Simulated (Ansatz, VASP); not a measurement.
## One calculation of Bi, two programs

File INCAR:

```
ALGO = Normal
EDIFF = 1E-6
ENCUT = 520
GGA = PE
ISIF = 2
ISMEAR = -1
LASPH = T
LCHARG = F
LREAL = F
LWAVE = F
NBANDS = 22
NELM = 60
PREC = Accurate
SIGMA = 0.05
```

KPOINTS

```
k-points
0
Gamma
  8 8 8
```

File POSCAR:

```
Bi
1.0
    2.2675000000      1.3091417354      3.9380000000
   -2.2675000000      1.3091417354      3.9380000000
    0.0000000000     -2.6182834708      3.9380000000
Bi
2
Direct
    0.2574000000      0.2574000000      0.2074000000
    0.7426000000      0.7426000000      0.7926000000
```

Input for Ansatz:

```yaml
crystal:
  lattice:
    - [2.2675, 1.3091417354, 3.938]
    - [-2.2675, 1.3091417354, 3.938]
    - [0.0, -2.6182834708, 3.938]
  atoms:
    - { symbol: Bi, position: [0.2574, 0.2574, 0.2074] }
    - { symbol: Bi, position: [0.7426, 0.7426, 0.7926] }
kpoints:
  mp_grid: { grid: [8, 8, 8] }
scf:
  occupations: { method: fermi_dirac, width: 0.05 }
hamiltonian:
  xc: pbe
  pseudopotentials: { kind: all_electron, lapw: { basis_error: 0.001 } }
output:
  forces: true
  stress: true
  eigenvalues: true
  populations: true
```

Change from the starting cell: shortest bond scaled by 1.1, LAPW.

Alike in both runs: task single point; functional PBE; k mesh 8 × 8 × 8; occupations fermi-dirac, width 0.05 eV; no spin polarisation.

|  | VASP | Ansatz |
| --- | --- | --- |
| version | VASP 6.6.1 | Ansatz 0.2.0 |
| potentials or method | VASP PAW PBE potentials, release 64 (Bi_d), cutoff 520 eV | all-electron LAPW, scalar-relativistic |

```tsv
	VASP	Ansatz	Ansatz less VASP
pressure (GPa)	1.6	1.6	+0.08
traceless stress, the component that is largest in VASP (GPa)	-1.41	-1.40	+0.005
rms of the force components (eV/Å)	0.106	0.104	-0.0028
```

Atom by atom the forces differ by 0.003 eV/Å (rms over components). Ansatz ran all-electron here, and VASP with PAW potentials.

Spin-orbit coupling is off throughout.
